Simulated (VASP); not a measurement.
# Ba8Ti8CuO24 (a cell with a defect) in VASP: single point with PBE

Aim: the single point of Ba8Ti8CuO24 (a cell with a defect) with PBE.

Everything below comes from runs of VASP 6.6.1. Logs are shortened: lines on timing, memory, paths and dates and some standing lists are left out, and cuts for length are marked.

## 1. The cell of the first run

The cell holds a defect, 41 atoms: a = 7.969 Å, b = 7.969 Å, c = 8.411 Å, α = 90.00°, β = 90.00°, γ = 90.00°.

## 2. Single point, PBE, collinear spin

Contents of INCAR:

```
PREC = Accurate ; ENCUT = 520
EDIFF = 1E-6 ; ISMEAR = -1
SIGMA = 0.01 ; LREAL = Auto
LASPH = T ; NELM = 200
ALGO = Normal ; ISIF = 2
LWAVE = F ; LCHARG = F
ISPIN = 2 ; MAGMOM = 0 0 0 0 0 0 0 0 0 0.16 0 0.17 0 0.18 0 0.2 0 0 0 -0.01 -0.01 -0.01 0 0 0 -0.02 -0.02 -0.01 0 0 0 -0.01 -0.02 -0.01 0 0 0 -0.02 -0.02 -0.01 0
LORBIT = 11 ; NUPDOWN = 1.0
LMAXMIX = 4 ; GGA = PE
NBANDS = 196 ; GGA_COMPAT = F
```

Contents of KPOINTS:

```
Automatic mesh
0
Gamma
  1 1 1
```

Contents of POSCAR:

```
Ba8Ti8CuO24
1.0
    7.9691230600      0.0000000000      0.0000000000
    0.0000000000      7.9691230600      0.0000000000
    0.0000000000      0.0000000000      8.4107998800
Ba Ti O Cu
8 8 24 1
Direct
    0.2560339431      0.2449566891      0.3044082652
    0.2515500118      0.2475820721      0.7943218357
    0.2550821445      0.7450225019      0.3010312974
    0.2518965995      0.7482184621      0.8024355705
    0.7557235539      0.2443868648      0.3456420366
    0.7568212907      0.2433228833      0.7412788426
    0.7551640193      0.7440501239      0.3043926899
    0.7524805370      0.7484960334      0.7943578608
    0.0121644501     -0.0120668233      0.0579691595
    0.0119550168     -0.0118959137      0.5592060288
    0.0125052655      0.4912989761      0.0577247119
    0.0113218229      0.5030594922      0.5616766618
    0.5086863347     -0.0125020029      0.0576885679
    0.4970103950     -0.0111955857      0.5616922371
    0.5060982205      0.4938985093      0.0585920492
    0.4979234189      0.5021947798      0.5641634646
   -0.0051314304      0.2561121198      0.0136539927
    0.2441937444      0.0051659385      0.0276823849
   -0.0058503300      0.0060600143      0.2681289571
    0.0106892564      0.2490445919      0.5312444790
    0.2526103543     -0.0061779696      0.5190860634
    0.0052606792     -0.0052375901      0.7705629777
   -0.0055934636      0.7559956039      0.0278307656
    0.2437023478      0.5083648438      0.0262684885
   -0.0024643866      0.4945972060      0.2679717782
    0.0063339466      0.7474880178      0.5189816738
    0.2523302733      0.5005451629      0.5236711208
    0.0008345962      0.5056843733      0.7728786908
    0.4809722439      0.2566928613      0.0246769633
    0.7439493600      0.0059216051      0.0134699436
    0.5055285217      0.0023478117      0.2679535873
    0.4972082838      0.2494377342      0.5298943101
    0.7510262992     -0.0106006645      0.5312371075
    0.4944423584     -0.0006134928      0.7728955739
    0.4923271947      0.7563941421      0.0261437679
    0.7434997496      0.5185298268      0.0243402534
    0.4995880940      0.5007478200      0.2682114700
    0.4995190776      0.7477648362      0.5237696846
    0.7507253878      0.5028942294      0.5300054767
    0.4979933137      0.5020784558      0.7755035303
   -0.2647421785      0.2647510879      0.0457453519
```

Potentials or basis: VASP PAW PBE potentials, release 64 (Ba_sv, Ti_sv, O, Cu).

Run with:

```bash
cat potpaw_PBE.64/Ba_sv/POTCAR potpaw_PBE.64/Ti_sv/POTCAR potpaw_PBE.64/O/POTCAR potpaw_PBE.64/Cu/POTCAR > POTCAR
mpirun -np 1 vasp_gam > vasp.out
```

OUTCAR:

```text
PREC = Accurate
   ENCUT = 520
   EDIFF = 1E-6
   ISMEAR = -1
   LREAL = Auto
   LASPH = T
   NELM = 200
   ISIF = 2
   ISPIN = 2
   LORBIT = 11
   NUPDOWN = 1.0
   GGA = PE

 ion  position               nearest neighbor table
   1  0.256  0.245  0.304-  21 2.70  32 2.70  20 2.73  27 2.75  31 2.79  37 2.83  19 2.84  25 2.88
                            29 2.96  18 3.01  24 3.14  17 3.21  11 3.45  15 3.49   9 3.50  14 3.54
   2  0.252  0.248  0.794-  29 2.66  18 2.75  17 2.76  34 2.77  22 2.82  40 2.83  24 2.85  28 2.87
                            20 2.93  32 2.96  27 3.04  21 3.07  12 3.41  16 3.42  10 3.44  14 3.45
   3  0.255  0.745  0.301-  26 2.70  21 2.70  27 2.70  38 2.70  37 2.77  31 2.88  25 2.88  19 2.95
                            24 2.98  35 2.99  18 3.10  23 3.10   9 3.42  13 3.47  11 3.47  15 3.49
   4  0.252  0.748  0.802-  24 2.68  35 2.69  40 2.78  18 2.79  22 2.79  28 2.79  34 2.79  23 2.79
                            38 3.06  27 3.06  21 3.08  26 3.08  10 3.39  14 3.40  12 3.40  16 3.42
   5  0.756  0.244  0.346-  41 2.53  20 2.56  33 2.56  32 2.58  39 2.58  19 2.76  25 2.85  31 2.85
                            37 2.96   6 3.33  10 3.40  12 3.42  14 3.42  16 3.44  15 3.71  11 3.73
   6  0.757  0.243  0.741-  41 2.57  20 2.69  33 2.69  39 2.73  32 2.73  22 2.81  34 2.87  28 2.87
                            40 2.93  30 2.97  17 2.98  36 3.24  29 3.24  10 3.26  12 3.27  14 3.27
   7  0.755  0.744  0.304-  26 2.70  39 2.70  33 2.73  38 2.75  25 2.79  37 2.83  19 2.84  31 2.88
                            36 2.96  23 3.01  35 3.14  30 3.22  13 3.45  15 3.49   9 3.50  12 3.54
   8  0.752  0.748  0.794-  36 2.67  23 2.75  30 2.76  28 2.77  22 2.82  40 2.83  35 2.85  34 2.87
                            33 2.93  39 2.96  38 3.04  26 3.08  14 3.41  16 3.42  10 3.44  12 3.45
   9  0.012  0.988  0.058-  19 1.78  23 1.87  18 1.87  17 2.17  30 2.17  22 2.42   3 3.42   4 3.45
[... 27 lines left out ...]
  29  0.481  0.257  0.025-  15 1.92  41 2.04  13 2.17   2 2.66   1 2.96   6 3.24
  30  0.744  0.006  0.013-  13 1.92  41 2.08   9 2.17   8 2.76   6 2.97   7 3.22
  31  0.506  0.002  0.268-  13 1.77   1 2.79   5 2.85   3 2.88   7 2.88
  32  0.497  0.249  0.530-  16 2.03  14 2.09   5 2.58   1 2.70   6 2.73   2 2.96
  33  0.751  0.989  0.531-  14 2.04  10 2.09   5 2.56   6 2.69   7 2.73   8 2.93
  34  0.494  0.999  0.773-  14 1.78  13 2.40   2 2.77   4 2.79   6 2.87   8 2.87
  35  0.492  0.756  0.026-  13 1.87  15 2.11   4 2.69   8 2.85   3 2.99   7 3.14
  36  0.743  0.519  0.024-  15 1.92  41 2.03  11 2.17   8 2.67   7 2.96   6 3.24
  37  0.500  0.501  0.268-  15 1.76   3 2.77   7 2.83   1 2.83   5 2.96
  38  0.500  0.748  0.524-  14 1.95  16 1.99   3 2.70   7 2.75   8 3.04   4 3.06
  39  0.751  0.503  0.530-  16 2.03  12 2.09   5 2.58   7 2.70   6 2.73   8 2.96
  40  0.498  0.502  0.776-  16 1.78  15 2.38   4 2.78   8 2.83   2 2.83   6 2.93
  41  0.735  0.265  0.046-  36 2.03  29 2.04  30 2.08  17 2.09   5 2.53   6 2.57  15 2.58  11 2.86
                            13 2.86

  LATTYP: Found a simple tetragonal cell.
 ALAT       =     7.9691230600
 C/A-ratio  =     1.0554235161

  Lattice vectors:

 A1 = (   7.9691230600,   0.0000000000,   0.0000000000)
 A2 = (   0.0000000000,   7.9691230600,   0.0000000000)
 A3 = (   0.0000000000,   0.0000000000,   8.4107998800)

[... 249 lines left out ...]
 spin component 1

 k-point     1 :       0.0000    0.0000    0.0000
  band No.  band energies     occupation
      1     -52.5050      1.00000
      2     -52.4628      1.00000
      3     -52.4626      1.00000
      4     -52.3858      1.00000
      5     -52.1577      1.00000
      6     -52.1474      1.00000
[... 169 lines left out ...]
    176       7.6017      0.00000
    177       7.7082      0.00000
 Fermi energy:         5.6586513352

 spin component 2

 k-point     1 :       0.0000    0.0000    0.0000
  band No.  band energies     occupation
      1     -52.5041      1.00000
      2     -52.4616      1.00000
      3     -52.4615      1.00000
      4     -52.3845      1.00000
      5     -51.9189      1.00000
      6     -51.9106      1.00000
[... 169 lines left out ...]
    176       7.7852      0.00000
    177       7.8103      0.00000
 [bands above 177 left out]

------------------------ aborting loop because EDIFF is reached ----------------------------------------

  FORCE on cell =-STRESS in cart. coord.  units (eV):
  Direction    XX          YY          ZZ          XY          YZ          ZX
  --------------------------------------------------------------------------------------
  -------------------------------------------------------------------------------------
  Total       20.2189635     20.2266076     42.8930557     -0.7602711     -1.7310412      1.7108998
  in kB       60.6472489     60.6701775    128.6587130     -2.2804507     -5.1922980      5.1318836
  external PRESSURE =      83.3253798 kB  Pullay stress =       0.0000000 kB

 VOLUME and BASIS-vectors are now :
 -----------------------------------------------------------------------------
  energy-cutoff  :      520.00
  volume of cell :      534.14
      direct lattice vectors                 reciprocal lattice vectors
     7.969123060  0.000000000  0.000000000     0.125484321  0.000000000  0.000000000
     0.000000000  7.969123060  0.000000000     0.000000000  0.125484321  0.000000000
     0.000000000  0.000000000  8.410799880     0.000000000  0.000000000  0.118894756

 POSITION                                       TOTAL-FORCE (eV/Angst)
 -----------------------------------------------------------------------------------
      2.04037      1.95209      2.56032        -0.017187      0.011408     -0.102166
      2.00463      1.97301      6.68088        -0.019881      0.020038     -0.055948
      2.03278      5.93718      2.53191        -0.011638      0.010627     -0.120477
      2.00739      5.96265      6.74913        -0.017028      0.015650     -0.076358
      6.02245      1.94755      2.90713        -0.027000      0.025908     -0.052322
      6.03120      1.93907      6.23475        -0.027618      0.026002      0.004458
[... 33 lines left out ...]
      3.96857      4.00113      6.52260         0.006941     -0.008852      0.097651
      5.85936      2.10983      0.38476        -0.019742      0.018156     -0.086139
 -----------------------------------------------------------------------------------
    total drift:                                0.007204     -0.005185      0.016353

  FREE ENERGIE OF THE ION-ELECTRON SYSTEM (eV)
  ---------------------------------------------------
  free  energy   TOTEN  =      -317.8558032490 eV

  energy  without entropy=     -317.8558032490  energy(sigma->0) =     -317.85580325

 total charge

# of ion       s       p       d       tot
------------------------------------------
    1        2.007   5.650   0.312   7.969
    2        2.006   5.653   0.310   7.970
    3        2.008   5.650   0.324   7.982
    4        2.008   5.653   0.326   7.988
    5        2.025   5.624   0.505   8.155
    6        2.019   5.636   0.440   8.095
[... 33 lines left out ...]
   40        1.569   3.478   0.000   5.047
   41        0.392   0.372   9.348  10.113
--------------------------------------------------
tot         71.751 179.091  27.130 277.973

 magnetization (x)

# of ion       s       p       d       tot
------------------------------------------
    1       -0.000  -0.000   0.001   0.001
    2        0.000  -0.000   0.003   0.003
    3       -0.000  -0.000   0.002   0.001
    4        0.000  -0.000   0.004   0.004
    5       -0.000  -0.000   0.003   0.002
    6        0.000  -0.000   0.009   0.009
[... 33 lines left out ...]
   40       -0.000  -0.009   0.000  -0.010
   41        0.000  -0.000   0.001   0.001
--------------------------------------------------
tot          0.001  -0.153   0.969   0.817
```

OSZICAR:

```text
N       E                     dE             d eps       ncg     rms          rms(c)
DAV:   1     0.638983437452E+04    0.63898E+04   -0.17161E+05   784   0.204E+03
[... 12 lines left out ...]
DAV:  14    -0.317855890389E+03    0.81266E-03   -0.15694E-02  1280   0.608E-01    0.182E-01
DAV:  15    -0.317855870142E+03    0.20246E-04   -0.20644E-03  1280   0.252E-01    0.110E-01
DAV:  16    -0.317855831777E+03    0.38366E-04   -0.84479E-04  1152   0.144E-01    0.558E-02
DAV:  17    -0.317855804095E+03    0.27682E-04   -0.20157E-04  1200   0.836E-02    0.314E-02
DAV:  18    -0.317855801539E+03    0.25565E-05   -0.15938E-04  1160   0.418E-02    0.200E-02
DAV:  19    -0.317855803808E+03   -0.22692E-05   -0.30083E-05  1112   0.217E-02    0.143E-02
DAV:  20    -0.317855803249E+03    0.55887E-06   -0.96134E-06   968   0.129E-02
   1 F= -.31785580E+03 E0= -.31785580E+03  d E =-.148373E-12  mag=     1.0000
```

It took 6.1 min on 1 thread of AMD EPYC 7R13 (Zen 3), shared host; peak memory 0.69 GiB.

Results:

* Free energy: -317.8558 eV
* Pressure: 8.3 GPa
* Largest force: 0.124 eV/Å
* Net moment: 1.00 μB per cell
* Site moments: Ba +0.00, +0.01 (each value once); Ti +0.00, +0.24 (each value once); O -0.00, -0.01, -0.02, +0.00 (each value once); Cu +0.00 μB
* Valence electrons inside the program's atomic spheres: Ba 7.97, 7.98, 7.99, 8.15, 8.10 (each value once); Ti 10.37, 10.35, 10.36 (each value once); O 5.02, 5.03, 5.04, 5.05 (each value once); Cu 10.11

Forces on the atoms (eV/Å):
```
Ba  -0.017  0.011 -0.102
Ba  -0.020  0.020 -0.056
Ba  -0.012  0.011 -0.120
Ba  -0.017  0.016 -0.076
Ba  -0.027  0.026 -0.052
Ba  -0.028  0.026  0.004
Ba  -0.013  0.019 -0.100
Ba  -0.018  0.024 -0.057
Ti  -0.060  0.064 -0.087
Ti  -0.008  0.008 -0.088
Ti  -0.051  0.031 -0.106
Ti  -0.005 -0.018 -0.091
Ti  -0.030  0.063 -0.102
Ti   0.021  0.006 -0.092
Ti  -0.029  0.024 -0.104
Ti   0.004 -0.010 -0.105
O   -0.016 -0.045  0.034
O    0.046 -0.002  0.033
O    0.011 -0.014  0.084
O    0.081 -0.003  0.050
O    0.016  0.010  0.053
O    0.002 -0.001  0.091
O    0.003 -0.048  0.027
O    0.036 -0.033  0.045
O    0.011 -0.010  0.086
O   -0.011 -0.017  0.056
O    0.026  0.009  0.053
O    0.001 -0.009  0.091
O    0.039 -0.040  0.028
O    0.047  0.012  0.040
O    0.009 -0.007  0.086
O   -0.082 -0.006  0.057
O    0.007 -0.082  0.048
O    0.009  0.000  0.089
O    0.030 -0.039  0.042
O    0.040 -0.045  0.034
O    0.023 -0.025  0.089
O   -0.009 -0.023  0.054
O    0.003  0.085  0.055
O    0.007 -0.009  0.098
Cu  -0.020  0.018 -0.086
```

Stress tensor (GPa, compression positive):
```
 6.06 -0.23  0.51
-0.23  6.07 -0.52
 0.51 -0.52 12.87
```

Caveat: the k points lie up to 0.79 Å⁻¹ apart; the total moment is fixed, so each spin has its own Fermi level.
